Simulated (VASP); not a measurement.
# TePb (P-6m2) in VASP: further runs

Runs on TePb. Level: PBE. Tasks: single point.

Everything below comes from runs of VASP 6.6.1. Logs are shortened: lines on timing, memory, paths and dates and some standing lists are left out, and cuts for length are marked.

**1. The cell of the first run**

Symmetry: P-6m2, No. 187, hexagonal system. Conventional cell: a = 4.532 Å, b = 4.532 Å, c = 4.211 Å, α = 90.00°, β = 90.00°, γ = 120.00°. Pb (site symmetry -6m2) has 6 Te at 3.36 Å and 2 Pb at 4.21 Å within 4.4 Å. Within 4.4 Å of Te (site symmetry -6m2) lie 6 Pb at 3.36 Å and 2 Te at 4.21 Å.

**2. Single point, PBE (volume scaled by 1.040)**

The input, INCAR:

```
PREC = Accurate ; ENCUT = 520
EDIFF = 1E-7 ; ISMEAR = 0
SIGMA = 0.05 ; LREAL = False
LASPH = True ; NELM = 60
ALGO = Normal ; ISIF = 2
LWAVE = False ; LCHARG = False
GGA = PE ; NBANDS = 17
```

The input, KPOINTS:

```
regular mesh
0
Gamma
  10 10 8
```

The input, POSCAR:

```
TePb
1.0
    4.5322260122      0.0000000000      0.0000000000
   -2.2661130061      3.9250228622      0.0000000000
    0.0000000000      0.0000000000      4.2113891438
Pb Te
1 1
Direct
    0.0000000000      0.0000000000      0.0000000000
    0.6666666667      0.3333333333      0.5000000000
```

Potentials or basis: VASP PAW PBE potentials, release 64 (Pb_d, Te).

Started as:

```bash
cat potpaw_PBE.64/Pb_d/POTCAR potpaw_PBE.64/Te/POTCAR > POTCAR
mpirun -np 1 vasp_std > vasp.out
```

OUTCAR:

```text
PREC = Accurate
   ENCUT = 520
   EDIFF = 1E-7
   ISMEAR = 0
   LREAL = False
   LASPH = True
   NELM = 60
   ISIF = 2
   GGA = PE

 ion  position               nearest neighbor table
   1  0.000  0.000  0.000-   2 3.36   2 3.36   2 3.36   2 3.36   2 3.36   2 3.36
   2  0.667  0.333  0.500-   1 3.36   1 3.36   1 3.36   1 3.36   1 3.36   1 3.36

  LATTYP: Found a hexagonal cell.
 ALAT       =     4.5322260122
 C/A-ratio  =     0.9292098700

  Lattice vectors:

 A1 = (   4.5322260122,   0.0000000000,   0.0000000000)
 A2 = (  -2.2661130061,   3.9250228622,   0.0000000000)
 A3 = (   0.0000000000,   0.0000000000,   4.2113891438)

Analysis of symmetry for initial positions (statically):
=====================================================================
 Subroutine PRICEL returns:
 Original cell was already a primitive cell.

 Routine SETGRP: Setting up the symmetry group for a
 hexagonal supercell.

 Subroutine GETGRP returns: Found 12 space group operations
 (whereof 12 operations were pure point group operations)
 out of a pool of 24 trial point group operations.

The static configuration has the point symmetry D_3h.

Analysis of symmetry for dynamics (positions and initial velocities):
=====================================================================
 Subroutine PRICEL returns:
 Original cell was already a primitive cell.

 Routine SETGRP: Setting up the symmetry group for a
 hexagonal supercell.

 Subroutine GETGRP returns: Found 12 space group operations
 (whereof 12 operations were pure point group operations)
 out of a pool of 24 trial point group operations.

The dynamic configuration has the point symmetry D_3h.

 Subroutine INISYM returns: Found 12 space group operations
 (whereof 12 operations are pure point group operations),
 and found     1 'primitive' translations

----------------------------------------------------------------------------------------

                                     Primitive cell

  volume of cell :      74.9168

  direct lattice vectors                    reciprocal lattice vectors
     4.532226012  0.000000000  0.000000000     0.220642130  0.127387793  0.000000000
    -2.266113006  3.925022862  0.000000000     0.000000000  0.254775586  0.000000000
     0.000000000  0.000000000  4.211389144     0.000000000  0.000000000  0.237451341

  length of vectors
     4.532226012  4.532226012  4.211389144     0.254775586  0.254775586  0.237451341

  position of ions in fractional coordinates (direct lattice)
     0.000000000  0.000000000  0.000000000
     0.666666667  0.333333333  0.500000000

  ion indices of the primitive-cell ions
   primitive index   ion index
                 1           1
                 2           2

----------------------------------------------------------------------------------------

 KPOINTS: regular mesh

Automatic generation of k-mesh.
 Grid dimensions read from file:
 generate k-points for:   10   10    8

 Generating k-lattice:

  Cartesian coordinates                     Fractional coordinates (reciprocal lattice)
     0.022064213  0.012738779  0.000000000     0.100000000  0.000000000  0.000000000
     0.000000000  0.025477559  0.000000000     0.000000000  0.100000000  0.000000000
     0.000000000  0.000000000  0.029681418     0.000000000  0.000000000  0.125000000

  Length of vectors
     0.025477559  0.025477559  0.029681418

  Shift w.r.t. Gamma in fractional coordinates (k-lattice)
     0.000000000  0.000000000  0.000000000

 Subroutine IBZKPT returns following result:
 ===========================================

 Found     70 irreducible k-points:

 Following reciprocal coordinates:
            Coordinates               Weight
  0.000000  0.000000  0.000000      1.000000
  0.100000  0.000000  0.000000      6.000000
  0.200000  0.000000  0.000000      6.000000
  0.300000  0.000000  0.000000      6.000000
  0.400000  0.000000  0.000000      6.000000
  0.500000  0.000000  0.000000      3.000000
[... 16 lines left out ...]
  0.300000  0.100000  0.125000     24.000000
  0.400000  0.100000  0.125000     24.000000
 [... further k-points ...]
   k-points           NKPTS =     70   k-points in BZ     NKDIM =     70   number of bands    NBANDS=     17
   number of dos      NEDOS =    301   number of ions     NIONS =      2
   total plane-waves  NPLWV =  41472
   dimension x,y,z NGX =    36 NGY =   36 NGZ =   32
   dimension x,y,z NGXF=    72 NGYF=   72 NGZF=   64
   ions per type =               1   1
   NGX,Y,Z   is equivalent  to a cutoff of  13.21, 13.21, 12.63 a.u.
   NGXF,Y,Z  is equivalent  to a cutoff of  26.41, 26.41, 25.26 a.u.
 SYSTEM =  unknown system
   PREC   = accura    normal or accurate (medium, high low for compatibility)
   ISTART =      0    job   : 0-new  1-cont  2-samecut
   ICHARG =      2    charge: 1-file 2-atom 10-const
   ISPIN  =      1    spin polarized calculation?
   LNONCOLLINEAR =      F non collinear calculations
   LSORBIT =      F    spin-orbit coupling
   LASPH  =      T    aspherical Exc in radial PAW
   ENCUT  =  520.0 eV  38.22 Ry    6.18 a.u.   8.43  8.43  7.83*2*pi/ulx,y,z
   NELM   =     60;   NELMIN=  2; NELMDL= -5     # of ELM steps
   EDIFF  = 0.1E-06   stopping-criterion for ELM
   LREAL  =      F    real-space projection
   EDIFFG = 0.1E-05   stopping-criterion for IOM
   NSW    =      0    number of steps for IOM
   IBRION =     -1    ionic relax: 0-MD 1-quasi-New 2-CG
   NFREE  =      0    steps in history (QN), initial steepest desc. (CG)
   ISIF   =      2    stress and relaxation
   ISYM   =      2    0-nonsym 1-usesym 2-fastsym
   POTIM  = 0.5000    time-step for ionic-motion
   TEBEG  =    0.0;   TEEND  =   0.0 temperature during run
   PSTRESS=    0.0 pullay stress
   NELECT =      20.0000    total number of electrons
   NUPDOWN=      -1.0000    fix difference up-down
   EMIN   =  10.00;   EMAX   =-10.00  energy-range for DOS
   EFERMI =   0.00;   METHOD = LEGACY
   ISMEAR =     0;   SIGMA  =   0.05  broadening in eV -4-tet -1-fermi 0-gaus
   EFERMI_NEDOS =   21; number of points for ismear=-14 and -15
   IALGO  =     38    algorithm
   IMIX   =      4    mixing-type and parameters
     AMIX     =   0.40;   BMIX     =  1.00
     AMIX_MAG =   1.60;   BMIX_MAG =  1.00
  volume/ion in A,a.u.               =      37.46       252.78
  Fermi-wavevector in a.u.,A,eV,Ry     =   1.054124  1.992006 15.118493  1.111178
  Thomas-Fermi vector in A             =   2.189272
   LORBIT       =      0    0 simple, 1 ext, 2 COOP (PROOUT), +10 PAW based schemes
   GGA     = PE    functional components
   LHFCALC =     F    Hartree Fock is set to
   AEXX    =    0.0000 exact exchange contribution
   IVDW    =     0    specifies the selected vdW correction
   LEPSILON=     F    determine dielectric tensor
   LRPA    =     F    only Hartree local field effects (RPA)
 non-spin polarized calculation
 Gauss-broadening in eV      SIGMA  =   0.05
  energy-cutoff  :      520.00
  volume of cell :       74.92
 maximum number of plane-waves:      2085
 NGX is ok and might be reduce to    36
   NGX = 17   NGY = 17   NGZ = 15

 number of electron      20.0000002 magnetization

 Free energy of the ion-electron system (eV)
  ---------------------------------------------------
  ext. energy  EPLUGINS =         0.00000000
  ---------------------------------------------------
  free energy    TOTEN  =        -7.27805414 eV

  energy without entropy =       -7.27779078  energy(sigma->0) =       -7.27792246

 E-fermi :   4.6066     XC(G=0):  -8.8148

 val. band max:        4.5515225004   @ k =   0.2000   0.2000   0.1250
 cond. band min:       4.6485187888   @ k =   0.4000   0.2000   0.5000
 fundamental gap:      0.0969962883
 Fermi energy:         4.6065593950

 k-point     1 :       0.0000    0.0000    0.0000
  band No.  band energies     occupation
      1     -12.2744      2.00000
      2     -12.2744      2.00000
      3     -12.2527      2.00000
      4     -12.2225      2.00000
      5     -12.2225      2.00000
      6      -6.8577      2.00000
[... 9 lines left out ...]
     16      13.8132      0.00000
     17      13.8132      0.00000

 k-point     2 :       0.1000    0.0000    0.0000
  band No.  band energies     occupation
      1     -12.2750      2.00000
      2     -12.2723      2.00000
      3     -12.2516      2.00000
      4     -12.2235      2.00000
      5     -12.2227      2.00000
      6      -6.7880      2.00000
[... 9 lines left out ...]
     16      13.1770      0.00000
     17      13.6844      0.00000

 k-point     3 :       0.2000    0.0000    0.0000
  band No.  band energies     occupation
      1     -12.2767      2.00000
      2     -12.2667      2.00000
      3     -12.2488      2.00000
      4     -12.2263      2.00000
      5     -12.2232      2.00000
      6      -6.5868      2.00000
[... 9 lines left out ...]
     16      12.9204      0.00000
     17      13.5178      0.00000

 k-point     4 :       0.3000    0.0000    0.0000
  band No.  band energies     occupation
      1     -12.2790      2.00000
      2     -12.2599      2.00000
      3     -12.2451      2.00000
      4     -12.2298      2.00000
      5     -12.2238      2.00000
      6      -6.2849      2.00000
[... 9 lines left out ...]
     16      13.6360      0.00000
     17      14.3048      0.00000
[... 343 lines left out ...]
      1     -12.2764      2.00000
      2     -12.2631      2.00000
      3     -12.2400      2.00000
      4     -12.2317      2.00000
      5     -12.2263      2.00000
      6      -6.2996      2.00000
[... 9 lines left out ...]
     16      12.7933      0.00000
     17      13.8203      0.00000

 k-point    23 :       0.3000    0.1000    0.1250
  band No.  band energies     occupation
      1     -12.2780      2.00000
      2     -12.2574      2.00000
      3     -12.2369      2.00000
      4     -12.2350      2.00000
      5     -12.2272      2.00000
      6      -5.9883      2.00000
[... 9 lines left out ...]
     16      13.1549      0.00000
     17      14.0615      0.00000

 k-point    24 :       0.4000    0.1000    0.1250
  band No.  band energies     occupation
      1     -12.2790      2.00000
      2     -12.2538      2.00000
      3     -12.2376      2.00000
      4     -12.2345      2.00000
      5     -12.2277      2.00000
      6      -5.7372      2.00000
[... 9 lines left out ...]
     16      13.3339      0.00000
     17      14.4434      0.00000

 [... further k-points ...]

------------------------ aborting loop because EDIFF is reached ----------------------------------------

  FORCE on cell =-STRESS in cart. coord.  units (eV):
  Direction    XX          YY          ZZ          XY          YZ          ZX
  --------------------------------------------------------------------------------------
  -------------------------------------------------------------------------------------
  Total       -0.5695466     -0.5695466     -0.5824845      0.0000000      0.0000000      0.0000000
  in kB      -12.1803767    -12.1803767    -12.4570671      0.0000000      0.0000000      0.0000000
  external PRESSURE =     -12.2726068 kB  Pullay stress =       0.0000000 kB

 VOLUME and BASIS-vectors are now :
 -----------------------------------------------------------------------------
  energy-cutoff  :      520.00
  volume of cell :       74.92
      direct lattice vectors                 reciprocal lattice vectors
     4.532226012  0.000000000  0.000000000     0.220642130  0.127387793  0.000000000
    -2.266113006  3.925022862  0.000000000     0.000000000  0.254775586  0.000000000
     0.000000000  0.000000000  4.211389144     0.000000000  0.000000000  0.237451341

 POSITION                                       TOTAL-FORCE (eV/Angst)
 -----------------------------------------------------------------------------------
      0.00000      0.00000      0.00000         0.000000     -0.000000      0.000000
      2.26611      1.30834      2.10569        -0.000000      0.000000      0.000000
 -----------------------------------------------------------------------------------
    total drift:                               -0.000000      0.000000     -0.000000

  FREE ENERGIE OF THE ION-ELECTRON SYSTEM (eV)
  ---------------------------------------------------
  free  energy   TOTEN  =        -7.2780541364 eV

  energy  without entropy=       -7.2777907799  energy(sigma->0) =       -7.27792246
```

Wall time 45 s (1 thread of AMD EPYC 9R45 (Zen 5), shared host); peak memory 0.22 GiB.

Results:

- Free energy: -7.2781 eV
- Pressure: -1.2 GPa
- Band gap on the k mesh: zero (band 10 reaches 4.69 eV, above the bottom of band 11 at 4.37 eV)

Levels at points of the mesh, in eV from the Fermi level:
| k point | band 6 | band 7 | band 8 | band 9 | band 10 | band 11 | band 12 | band 13 | band 14 | band 15 |
| --- | --- | --- | --- | --- | --- | --- | --- | --- | --- | --- |
| (0.00, 0.00, 0.00) | -11.46 | -6.31 | -1.54 | -1.02 | -1.02 | 2.64 | 2.64 | 4.39 | 5.43 | 5.71 |
| (0.50, 0.00, 0.00) | -10.41 | -8.13 | -2.07 | -1.60 | -0.38 | 1.97 | 2.67 | 4.55 | 4.59 | 9.24 |
| (0.00, 0.00, 0.50) | -10.32 | -8.56 | -0.20 | -0.20 | -0.12 | 1.01 | 2.42 | 2.42 | 6.97 | 6.97 |
| (0.50, 0.00, 0.50) | -9.79 | -7.66 | -3.40 | -3.39 | -0.68 | 1.35 | 2.55 | 2.57 | 8.29 | 9.40 |

Caveat: spin-orbit coupling is left out, which moves the levels of the heavy elements.

**3. Single point, PBE (volume scaled by 1.070)**

The input, INCAR:

```
  PREC = Accurate
  ENCUT = 520
  EDIFF = 1E-7
  ISMEAR = 0
  SIGMA = 0.05
  LREAL = F
  LASPH = T
  NELM = 80
  ALGO = Normal
  ISIF = 2
  LWAVE = F
  LCHARG = F
  GGA = PE
  NBANDS = 17
```

The input, KPOINTS:

```
Automatic mesh
0
Gamma
  10 10 8
```

The input, POSCAR:

```
TePb
1.0
    4.5855666097      0.0000000000      0.0000000000
   -2.2927833048      3.9712171747      0.0000000000
    0.0000000000      0.0000000000      4.2326554489
Pb Te
1 1
Direct
    0.0000000000      0.0000000000      0.0000000000
    0.6666666667      0.3333333333      0.5000000000
```

Potentials or basis: VASP PAW PBE potentials, release 64 (Pb_d, Te).

Started as:

```bash
cat potpaw_PBE.64/Pb_d/POTCAR potpaw_PBE.64/Te/POTCAR > POTCAR
mpirun -np 1 vasp_std > vasp.out
```

OUTCAR:

```text
PREC = Accurate
   ENCUT = 520
   EDIFF = 1E-7
   ISMEAR = 0
   LREAL = F
   LASPH = T
   NELM = 80
   ISIF = 2
   GGA = PE

 ion  position               nearest neighbor table
   1  0.000  0.000  0.000-   2 3.39   2 3.39   2 3.39   2 3.39   2 3.39   2 3.39
   2  0.667  0.333  0.500-   1 3.39   1 3.39   1 3.39   1 3.39   1 3.39   1 3.39

  LATTYP: Found a hexagonal cell.
 ALAT       =     4.5855666097
 C/A-ratio  =     0.9230387015

  Lattice vectors:

[... 665 lines left out ...]

 [... further k-points ...]

------------------------ aborting loop because EDIFF is reached ----------------------------------------

  FORCE on cell =-STRESS in cart. coord.  units (eV):
  Direction    XX          YY          ZZ          XY          YZ          ZX
  --------------------------------------------------------------------------------------
  -------------------------------------------------------------------------------------
  Total       -0.9630186     -0.9630186     -0.9835593     -0.0000000      0.0000000      0.0000000
  in kB      -20.0177691    -20.0177691    -20.4447382     -0.0000000      0.0000000      0.0000000
  external PRESSURE =     -20.1600921 kB  Pullay stress =       0.0000000 kB

 VOLUME and BASIS-vectors are now :
 -----------------------------------------------------------------------------
  energy-cutoff  :      520.00
  volume of cell :       77.08
      direct lattice vectors                 reciprocal lattice vectors
     4.585566610  0.000000000  0.000000000     0.218075559  0.125905982  0.000000000
    -2.292783305  3.971217175  0.000000000     0.000000000  0.251811965  0.000000000
     0.000000000  0.000000000  4.232655449     0.000000000  0.000000000  0.236258305

 POSITION                                       TOTAL-FORCE (eV/Angst)
 -----------------------------------------------------------------------------------
      0.00000      0.00000      0.00000         0.000000     -0.000000      0.000000
      2.29278      1.32374      2.11633        -0.000000      0.000000      0.000000
 -----------------------------------------------------------------------------------
    total drift:                               -0.000000      0.000000     -0.000000

  FREE ENERGIE OF THE ION-ELECTRON SYSTEM (eV)
  ---------------------------------------------------
  free  energy   TOTEN  =        -7.2565869901 eV

  energy  without entropy=       -7.2563993556  energy(sigma->0) =       -7.25649317
```

OSZICAR:

```text
N       E                     dE             d eps       ncg     rms          rms(c)
DAV:   1     0.149939673274E+03    0.14994E+03   -0.89092E+03  2380   0.110E+03
DAV:   2     0.349019245453E+01   -0.14645E+03   -0.14225E+03  2475   0.287E+02
DAV:   3    -0.719832948305E+01   -0.10689E+02   -0.10532E+02  3126   0.841E+01
DAV:   4    -0.748999848691E+01   -0.29167E+00   -0.29152E+00  3043   0.161E+01
DAV:   5    -0.750184625174E+01   -0.11848E-01   -0.11847E-01  3376   0.287E+00    0.292E+00
DAV:   6    -0.726196879637E+01    0.23988E+00   -0.56961E-01  3311   0.435E+00    0.178E+00
DAV:   7    -0.725476202785E+01    0.72068E-02   -0.11043E-01  2823   0.139E+00    0.918E-01
DAV:   8    -0.725656229478E+01   -0.18003E-02   -0.12501E-02  2831   0.103E+00    0.130E-01
DAV:   9    -0.725643938470E+01    0.12291E-03   -0.27015E-03  3400   0.380E-01    0.488E-02
DAV:  10    -0.725654413336E+01   -0.10475E-03   -0.33282E-04  2683   0.109E-01    0.258E-02
DAV:  11    -0.725658463835E+01   -0.40505E-04   -0.66708E-05  2772   0.409E-02    0.135E-02
DAV:  12    -0.725658664116E+01   -0.20028E-05   -0.30985E-06  3193   0.173E-02    0.774E-03
DAV:  13    -0.725658690831E+01   -0.26714E-06   -0.11292E-06  2566   0.599E-03    0.206E-03
DAV:  14    -0.725658699011E+01   -0.81798E-07   -0.10802E-07  2657   0.285E-03
   1 F= -.72565870E+01 E0= -.72564932E+01  d E =-.187635E-03
```

stdout:

```text
POSCAR found type information on POSCAR PbTe
 POSCAR found :  2 types and       2 ions
 scaLAPACK will be used
 LDA part: xc-table for (Slater+PW92), standard interpolation
 POSCAR, INCAR and KPOINTS ok, starting setup
 FFT: planning ... GRIDC
 FFT: planning ... GRID_SOFT
 FFT: planning ... GRID
 WAVECAR not read
 entering main loop
```

It took 45 s on 1 thread of AMD EPYC 9R45 (Zen 5), shared host; peak memory 0.22 GiB.

Results:

- Free energy: -7.2566 eV
- Pressure: -2.0 GPa
- Band gap on the k mesh: zero (band 10 reaches 4.37 eV, above the bottom of band 11 at 4.17 eV)

Caveat: spin-orbit coupling is left out, which moves the levels of the heavy elements.

(Part 1 of 2 ends here.)
